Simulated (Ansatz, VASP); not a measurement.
**One calculation of Ag, two programs**

```
Ag
1.0
     0.00000    2.04275    2.04275
     2.04275    0.00000    2.04275
     2.04275    2.04275    0.00000
Ag
1
Direct
  0.00000 0.00000 0.00000
```

Alike in both runs: task relaxation of cell and atoms; functional r2SCAN; dispersion D4; k mesh 13 × 13 × 13; occupations fermi-dirac, width 0.1 eV; no spin polarisation.

|  | VASP | Ansatz |
| --- | --- | --- |
| version | VASP 6.6.1 | Ansatz 0.2.0 |
| potentials or method | VASP PAW PBE potentials, release 64 (Ag) | plane waves, PAW |
| plane-wave cutoff (eV) | 600 | 500 |
| valence electrons in the cell | 11 | 19 |

```tsv
	VASP	Ansatz	Ansatz less VASP
relaxed volume (Å³/atom)	17.03	17.01	-0.019
relaxed cell length with the largest relative difference (Å)	2.888	2.887	-0.0011
```

VASP's potentials were made for PBE, not for r2SCAN. VASP's potentials hold 11 valence electrons a cell and Ansatz's 19, so a difference there can come from the potentials and not from the codes.
